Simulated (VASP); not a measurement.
# Rh12O in VASP: a series of runs

The runs below take Rh12O through single point, with PBE.

All numbers are computed with VASP 6.6.1; they aren't measurements. Logs are shortened: lines on timing, memory, paths and dates and some standing lists are left out, and cuts for length are marked.

## (1) The cell of the first run

The cell holds a slab with vacuum, 13 atoms: a = 5.417 Å, b = 5.417 Å, c = 19.797 Å, α = 90.00°, β = 90.00°, γ = 120.00°.

## (2) Single point, PBE

Input file INCAR:

```
SYSTEM = Rh12O
PREC = Accurate
ENCUT = 520
EDIFF = 1E-7
ISMEAR = 0
SIGMA = 0.1
LREAL = .False.
LASPH = .True.
NELM = 100
ALGO = Normal
ISIF = 2
LWAVE = .False.
LCHARG = .True.
LDIPOL = .True.
IDIPOL = 3
DIPOL = 0.5 0.5 0.326
GGA = PE
LELF = .True.
LVHAR = .True.
LVACPOTAV = .True.
NBANDS = 105
```

Input file KPOINTS:

```
regular mesh
0
Gamma
  6 6 1
  0 0 0
```

Input file POSCAR:

```
Rh12O
1.0
    5.4165863251      0.0000000000      0.0000000000
   -2.7082931626      4.6909013593      0.0000000000
    0.0000000000      0.0000000000     19.7966119230
Rh O
12 1
Direct
    0.3333333333      0.1666666667      0.2020547766
    0.3333333333      0.6666666667      0.2020547766
    0.8333333333      0.1666666667      0.2020547766
    0.8333333333      0.6666666667      0.2020547766
    0.1666666667      0.3333333333      0.3106031937
    0.1666666667      0.8333333333      0.3106031937
    0.6666666667      0.3333333333      0.3106031937
    0.6666666667      0.8333333333      0.3106031937
    0.0000000000      0.0000000000      0.4190925172
    0.0000000000      0.5000000000      0.4190925172
    0.5000000000      0.0000000000      0.4190925172
    0.5000000000      0.5000000000      0.4190925172
    0.0000000000      0.0000000000      0.5087765158
```

Potentials or basis: VASP PAW PBE potentials, release 64 (Rh_pv, O).

Command:

```sh
> cat potpaw_PBE.64/Rh_pv/POTCAR potpaw_PBE.64/O/POTCAR > POTCAR
> mpirun -np 1 vasp_std > vasp.out
```

OUTCAR:

```text
SYSTEM = Rh12O
   PREC = Accurate
   ENCUT = 520
   EDIFF = 1E-7
   ISMEAR = 0
   LREAL = .False.
   LASPH = .True.
   NELM = 100
   ISIF = 2
   GGA = PE

 ion  position               nearest neighbor table
   1  0.333  0.167  0.202-   5 2.66   7 2.66   6 2.66   4 2.71   4 2.71   3 2.71   3 2.71   2 2.71
                             2 2.71
   2  0.333  0.667  0.202-   6 2.66   8 2.66   5 2.66   3 2.71   3 2.71   4 2.71   4 2.71   1 2.71
                             1 2.71
   3  0.833  0.167  0.202-   7 2.66   5 2.66   8 2.66   2 2.71   2 2.71   1 2.71   1 2.71   4 2.71
                             4 2.71
   4  0.833  0.667  0.202-   8 2.66   6 2.66   7 2.66   1 2.71   1 2.71   2 2.71   2 2.71   3 2.71
                             3 2.71
   5  0.167  0.333  0.311-  12 2.66   9 2.66  10 2.66   1 2.66   3 2.66   2 2.66   8 2.71   8 2.71
                             7 2.71   7 2.71   6 2.71   6 2.71
   6  0.167  0.833  0.311-  11 2.66  10 2.66   9 2.66   2 2.66   4 2.66   1 2.66   7 2.71   7 2.71
                             8 2.71   8 2.71   5 2.71   5 2.71
   7  0.667  0.333  0.311-  10 2.66  11 2.66  12 2.66   3 2.66   1 2.66   4 2.66   6 2.71   6 2.71
                             5 2.71   5 2.71   8 2.71   8 2.71
   8  0.667  0.833  0.311-   9 2.66  12 2.66  11 2.66   4 2.66   2 2.66   3 2.66   5 2.71   5 2.71
                             6 2.71   6 2.71   7 2.71   7 2.71
   9  0.000  0.000  0.419-  13 1.78   8 2.66   5 2.66   6 2.66  12 2.71  12 2.71  11 2.71  11 2.71
                            10 2.71  10 2.71
  10  0.000  0.500  0.419-   7 2.66   6 2.66   5 2.66  11 2.71  11 2.71  12 2.71  12 2.71   9 2.71
                             9 2.71
  11  0.500  0.000  0.419-   6 2.66   7 2.66   8 2.66  10 2.71  10 2.71   9 2.71   9 2.71  12 2.71
                            12 2.71
  12  0.500  0.500  0.419-   5 2.66   8 2.66   7 2.66   9 2.71   9 2.71  10 2.71  10 2.71  11 2.71
                            11 2.71
  13  0.000  0.000  0.509-   9 1.78

  LATTYP: Found a hexagonal cell.
 ALAT       =     5.4165863251
 C/A-ratio  =     3.6548133335

  Lattice vectors:

 A1 = (   5.4165863251,   0.0000000000,   0.0000000000)
 A2 = (  -2.7082931626,   4.6909013593,   0.0000000000)
 A3 = (   0.0000000000,   0.0000000000,  19.7966119230)

Analysis of symmetry for initial positions (statically):
=====================================================================
 Subroutine PRICEL returns:
 Original cell was already a primitive cell.

 Routine SETGRP: Setting up the symmetry group for a
 hexagonal supercell.

 Subroutine GETGRP returns: Found  6 space group operations
 (whereof  6 operations were pure point group operations)
 out of a pool of 24 trial point group operations.

The static configuration has the point symmetry C_3v.

Analysis of symmetry for dynamics (positions and initial velocities):
=====================================================================
 Subroutine PRICEL returns:
 Original cell was already a primitive cell.

[... 137 lines left out ...]
   LHFCALC =     F    Hartree Fock is set to
   AEXX    =    0.0000 exact exchange contribution
   IVDW    =     0    specifies the selected vdW correction
   LEPSILON=     F    determine dielectric tensor
   LRPA    =     F    only Hartree local field effects (RPA)
 non-spin polarized calculation
 Gauss-broadening in eV      SIGMA  =   0.10
  energy-cutoff  :      520.00
  volume of cell :      503.01
 maximum number of plane-waves:     13567
   NGX = 21   NGY = 21   NGZ = 73

 dipolmoment           0.000000      0.000000     -0.047845 electrons x Angstroem

 number of electron     186.0000014 magnetization

 dipolmoment           0.000000      0.000000      0.164945 electrons x Angstroem

 Free energy of the ion-electron system (eV)
  ---------------------------------------------------
  ext. energy  EPLUGINS =         0.00000000
  ---------------------------------------------------
  free energy    TOTEN  =       -86.25676393 eV

  energy without entropy =      -86.14666423  energy(sigma->0) =      -86.20171408

 E-fermi :   0.2808     XC(G=0):  -5.7201

 val. band max:        0.2789860538   @ k =   0.0000   0.0000   0.0000
 cond. band min:       0.2829395685   @ k =   0.3333   0.0000   0.0000
 fundamental gap:      0.0039535147
 Fermi energy:         0.2808083821

 k-point     1 :       0.0000    0.0000    0.0000
  band No.  band energies     occupation
      1     -47.5699      2.00000
      2     -46.9749      2.00000
      3     -46.9749      2.00000
      4     -46.8222      2.00000
      5     -46.8222      2.00000
      6     -46.8166      2.00000
[... 745 lines left out ...]
    104       1.2118      0.00000
    105       1.3307      0.00000

------------------------ aborting loop because EDIFF is reached ----------------------------------------

  FORCE on cell =-STRESS in cart. coord.  units (eV):
  Direction    XX          YY          ZZ          XY          YZ          ZX
  --------------------------------------------------------------------------------------
  -------------------------------------------------------------------------------------
  Total       -4.8620369     -4.8620369      1.1941401      0.0000000      0.0000000      0.0000000
  in kB      -15.4865968    -15.4865968      3.8035840      0.0000000      0.0000000      0.0000000
  external PRESSURE =      -9.0565365 kB  Pullay stress =       0.0000000 kB

 VOLUME and BASIS-vectors are now :
 -----------------------------------------------------------------------------
  energy-cutoff  :      520.00
  volume of cell :      503.01
      direct lattice vectors                 reciprocal lattice vectors
     5.416586325  0.000000000  0.000000000     0.184618123  0.106589323  0.000000000
    -2.708293163  4.690901359  0.000000000     0.000000000  0.213178646  0.000000000
     0.000000000  0.000000000 19.796611923     0.000000000  0.000000000  0.050513694

 POSITION                                       TOTAL-FORCE (eV/Angst)
 -----------------------------------------------------------------------------------
      1.35415      0.78182      4.00000        -0.035083     -0.020255     -0.021838
     -0.00000      3.12727      4.00000         0.000000     -0.000000     -0.428675
      4.06244      0.78182      4.00000         0.035083     -0.020255     -0.021838
      2.70829      3.12727      4.00000        -0.000000      0.040511     -0.021838
      0.00000      1.56363      6.14889         0.000000     -0.054822      0.182581
     -1.35415      3.90908      6.14889        -0.047477      0.027411      0.182581
      2.70829      1.56363      6.14889        -0.000000      0.000000     -0.095212
      1.35415      3.90908      6.14889         0.047477      0.027411      0.182581
      0.00000      0.00000      8.29661         0.000000     -0.000000      0.255980
     -1.35415      2.34545      8.29661         0.062876      0.036301     -0.101114
      2.70829      0.00000      8.29661         0.000000     -0.072602     -0.101114
      1.35415      2.34545      8.29661        -0.062876      0.036301     -0.101114
      0.00000      0.00000     10.07205        -0.000000      0.000000      0.089021
 -----------------------------------------------------------------------------------
    total drift:                               -0.000000     -0.000000      0.000178

  FREE ENERGIE OF THE ION-ELECTRON SYSTEM (eV)
  ---------------------------------------------------
  free  energy   TOTEN  =       -86.2567639326 eV

  energy  without entropy=      -86.1466642258  energy(sigma->0) =      -86.20171408

 vacuum level on the upper side and lower side of the slab         6.552         5.377
```

stdout:

```text
POSCAR found type information on POSCAR RhO
 POSCAR found :  2 types and      13 ions
 scaLAPACK will be used
 LDA part: xc-table for (Slater+PW92), standard interpolation
 POSCAR, INCAR and KPOINTS ok, starting setup
 FFT: planning ... GRIDC
 FFT: planning ... GRID_SOFT
 FFT: planning ... GRID
 WAVECAR not read
 entering main loop
 -----------------------------------------------------------------------------
|                                                                             |
|           W    W    AA    RRRRR   N    N  II  N    N   GGGG   !!!           |
|           W    W   A  A   R    R  NN   N  II  NN   N  G    G  !!!           |
|           W    W  A    A  R    R  N N  N  II  N N  N  G       !!!           |
|           W WW W  AAAAAA  RRRRR   N  N N  II  N  N N  G  GGG   !            |
|           WW  WW  A    A  R   R   N   NN  II  N   NN  G    G                |
|           W    W  A    A  R    R  N    N  II  N    N   GGGG   !!!           |
|                                                                             |
|     Did not find any points to average over, which means that no vacuum     |
|     field-free region was found. Please increase the size of  your cell     |
|     in the dimension of the dipole correction to obtain accurate            |
|     workfunction values.                                                    |
|                                                                             |
 -----------------------------------------------------------------------------
```

It took 17 min on 1 thread of Intel Xeon Platinum 8488C (Sapphire Rapids), shared host; peak memory 0.67 GiB.

Results:

* Free energy: -86.2568 eV
* Largest force: 0.429 eV/Å
* Band gap on the k mesh: zero (bands 93 and 94 overlap by 0.72 eV)

Forces on the atoms (eV/Å):
```
Rh  -0.035 -0.020 -0.022
Rh   0.000  0.000 -0.429
Rh   0.035 -0.020 -0.022
Rh   0.000  0.041 -0.022
Rh   0.000 -0.055  0.183
Rh  -0.047  0.027  0.183
Rh   0.000  0.000 -0.095
Rh   0.047  0.027  0.183
Rh   0.000  0.000  0.256
Rh   0.063  0.036 -0.101
Rh   0.000 -0.073 -0.101
Rh  -0.063  0.036 -0.101
O    0.000  0.000  0.089
```

Levels at points of the mesh, in eV from the Fermi level:
| k point | band 91 | band 92 | band 93 | band 94 | band 95 | band 96 | band 97 | band 98 |
| --- | --- | --- | --- | --- | --- | --- | --- | --- |
| (0.00, 0.00, 0.00) | 0.30 | 0.40 | 0.40 | 0.51 | 0.51 | 0.51 | 0.78 | 0.78 |
| (0.50, 0.00, 0.00) | -0.71 | -0.54 | -0.39 | -0.32 | -0.27 | -0.02 | 0.14 | 0.31 |

## (3) Single point, PBE

Input file INCAR:

```
ALGO = Normal ; DIPOL = 0.5 0.5 0.324
EDIFF = 1E-6 ; ENCUT = 520
GGA = PE ; IDIPOL = 3
ISIF = 2 ; ISMEAR = 0
LASPH = True ; LCHARG = True
LDIPOL = True ; LELF = True
LREAL = False ; LVACPOTAV = True
LVHAR = True ; LWAVE = False
NBANDS = 105 ; NELM = 60
PREC = Accurate ; SIGMA = 0.1
```

Input file KPOINTS:

```
k-points
0
Gamma
  6 6 1
```

POSCAR: that of step 2 with these lines changed.

```diff
@@ -20,2 +20,2 @@
     0.5000000000      0.5000000000      0.4190925172
-    0.0000000000      0.0000000000      0.5087765158
+    0.1666666667      0.3333333333      0.4824488787
```

Potentials or basis: VASP PAW PBE potentials, release 64 (Rh_pv, O).

Command:

```sh
> cat potpaw_PBE.64/Rh_pv/POTCAR potpaw_PBE.64/O/POTCAR > POTCAR
> mpirun -np 1 vasp_std > vasp.out
```

OUTCAR:

```text
EDIFF = 1E-6
   ENCUT = 520
   GGA = PE
   ISIF = 2
   ISMEAR = 0
   LASPH = True
   LREAL = False
   NELM = 60
   PREC = Accurate

 ion  position               nearest neighbor table
   1  0.333  0.167  0.202-   5 2.66   7 2.66   6 2.66   4 2.71   4 2.71   3 2.71   3 2.71   2 2.71
                             2 2.71
   2  0.333  0.667  0.202-   6 2.66   8 2.66   5 2.66   3 2.71   3 2.71   4 2.71   4 2.71   1 2.71
                             1 2.71
   3  0.833  0.167  0.202-   7 2.66   5 2.66   8 2.66   2 2.71   2 2.71   1 2.71   1 2.71   4 2.71
                             4 2.71
   4  0.833  0.667  0.202-   8 2.66   6 2.66   7 2.66   1 2.71   1 2.71   2 2.71   2 2.71   3 2.71
                             3 2.71
   5  0.167  0.333  0.311-  12 2.66   9 2.66  10 2.66   1 2.66   3 2.66   2 2.66   8 2.71   8 2.71
                             7 2.71   7 2.71   6 2.71   6 2.71
   6  0.167  0.833  0.311-  11 2.66  10 2.66   9 2.66   2 2.66   4 2.66   1 2.66   7 2.71   7 2.71
                             8 2.71   8 2.71   5 2.71   5 2.71
   7  0.667  0.333  0.311-  10 2.66  11 2.66  12 2.66   3 2.66   1 2.66   4 2.66   6 2.71   6 2.71
                             5 2.71   5 2.71   8 2.71   8 2.71
   8  0.667  0.833  0.311-   9 2.66  12 2.66  11 2.66   4 2.66   2 2.66   3 2.66   5 2.71   5 2.71
                             6 2.71   6 2.71   7 2.71   7 2.71
   9  0.000  0.000  0.419-  13 2.00   8 2.66   5 2.66   6 2.66  12 2.71  12 2.71  11 2.71  11 2.71
                            10 2.71  10 2.71
  10  0.000  0.500  0.419-  13 2.00   7 2.66   6 2.66   5 2.66  11 2.71  11 2.71  12 2.71  12 2.71
                             9 2.71   9 2.71
  11  0.500  0.000  0.419-   6 2.66   7 2.66   8 2.66  10 2.71  10 2.71   9 2.71   9 2.71  12 2.71
                            12 2.71
  12  0.500  0.500  0.419-  13 2.00   5 2.66   8 2.66   7 2.66   9 2.71   9 2.71  10 2.71  10 2.71
                            11 2.71  11 2.71
  13  0.167  0.333  0.482-  12 2.00   9 2.00  10 2.00

  LATTYP: Found a hexagonal cell.
 ALAT       =     5.4165863251
 C/A-ratio  =     3.6548133335

  Lattice vectors:

 A1 = (   5.4165863251,   0.0000000000,   0.0000000000)
 A2 = (  -2.7082931626,   4.6909013593,   0.0000000000)
 A3 = (   0.0000000000,   0.0000000000,  19.7966119230)
[... 176 lines left out ...]

 Free energy of the ion-electron system (eV)
  ---------------------------------------------------
  ext. energy  EPLUGINS =         0.00000000
  ---------------------------------------------------
  free energy    TOTEN  =       -87.50604553 eV

  energy without entropy =      -87.39806684  energy(sigma->0) =      -87.45205618

 E-fermi :   0.5272     XC(G=0):  -5.6584

 val. band max:        0.5114382793   @ k =   0.3333   0.0000   0.0000
 cond. band min:       0.5383678634   @ k =   0.3333   0.3333   0.0000
 fundamental gap:      0.0269295841
 Fermi energy:         0.5272212979

 k-point     1 :       0.0000    0.0000    0.0000
  band No.  band energies     occupation
      1     -46.7882      2.00000
      2     -46.5932      2.00000
      3     -46.5694      2.00000
      4     -46.5694      2.00000
      5     -46.5176      2.00000
      6     -46.5176      2.00000
[... 745 lines left out ...]
    104       1.5206      0.00000
    105       1.8557      0.00000

------------------------ aborting loop because EDIFF is reached ----------------------------------------

  FORCE on cell =-STRESS in cart. coord.  units (eV):
  Direction    XX          YY          ZZ          XY          YZ          ZX
  --------------------------------------------------------------------------------------
  -------------------------------------------------------------------------------------
  Total       -4.0551369     -4.0551369      3.3093401      0.0000000      0.0000000      0.0000000
  in kB      -12.9164527    -12.9164527     10.5409352      0.0000000      0.0000000      0.0000000
  external PRESSURE =      -5.0973234 kB  Pullay stress =       0.0000000 kB

 VOLUME and BASIS-vectors are now :
 -----------------------------------------------------------------------------
  energy-cutoff  :      520.00
  volume of cell :      503.01
      direct lattice vectors                 reciprocal lattice vectors
     5.416586325  0.000000000  0.000000000     0.184618123  0.106589323  0.000000000
    -2.708293163  4.690901359  0.000000000     0.000000000  0.213178646  0.000000000
     0.000000000  0.000000000 19.796611923     0.000000000  0.000000000  0.050513694

 POSITION                                       TOTAL-FORCE (eV/Angst)
 -----------------------------------------------------------------------------------
      1.35415      0.78182      4.00000        -0.054787      0.031631     -0.087028
     -0.00000      3.12727      4.00000         0.000000     -0.063263     -0.087028
      4.06244      0.78182      4.00000         0.054787      0.031631     -0.087028
      2.70829      3.12727      4.00000         0.000000      0.000000      0.005784
      0.00000      1.56363      6.14889         0.000000      0.000000     -1.114450
     -1.35415      3.90908      6.14889        -0.022567     -0.013029      0.020097
      2.70829      1.56363      6.14889        -0.000000      0.026058      0.020097
      1.35415      3.90908      6.14889         0.022567     -0.013029      0.020097
      0.00000      0.00000      8.29661         0.000000     -0.464900      0.553160
     -1.35415      2.34545      8.29661        -0.402615      0.232450      0.553160
      2.70829      0.00000      8.29661         0.000000      0.000000     -0.404144
      1.35415      2.34545      8.29661         0.402615      0.232450      0.553160
      0.00000      1.56363      9.55085         0.000000      0.000000      0.054125
 -----------------------------------------------------------------------------------
    total drift:                                0.000001     -0.000001     -0.000227

  FREE ENERGIE OF THE ION-ELECTRON SYSTEM (eV)
  ---------------------------------------------------
  free  energy   TOTEN  =       -87.5060455253 eV

  energy  without entropy=      -87.3980668428  energy(sigma->0) =      -87.45205618

 vacuum level on the upper side and lower side of the slab         6.068         5.597
```

Run time: 15 min. Hardware: 1 thread of Intel Xeon Platinum 8488C (Sapphire Rapids), shared host; peak memory 0.66 GiB.

Results:

```yaml
Free_energy: -87.5060 eV
Largest_force: 1.114 eV/Å
Band_gap_on_the_k_mesh: zero (bands 93 and 94 overlap by 0.83 eV)
```

Forces on the atoms (eV/Å):
```
Rh  -0.055  0.032 -0.087
Rh   0.000 -0.063 -0.087
Rh   0.055  0.032 -0.087
Rh   0.000  0.000  0.006
Rh   0.000  0.000 -1.114
Rh  -0.023 -0.013  0.020
Rh   0.000  0.026  0.020
Rh   0.023 -0.013  0.020
Rh   0.000 -0.465  0.553
Rh  -0.403  0.232  0.553
Rh   0.000  0.000 -0.404
Rh   0.403  0.232  0.553
O    0.000  0.000  0.054
```

The gap in the log of VASP goes by the Fermi energy; the results here count the filled bands.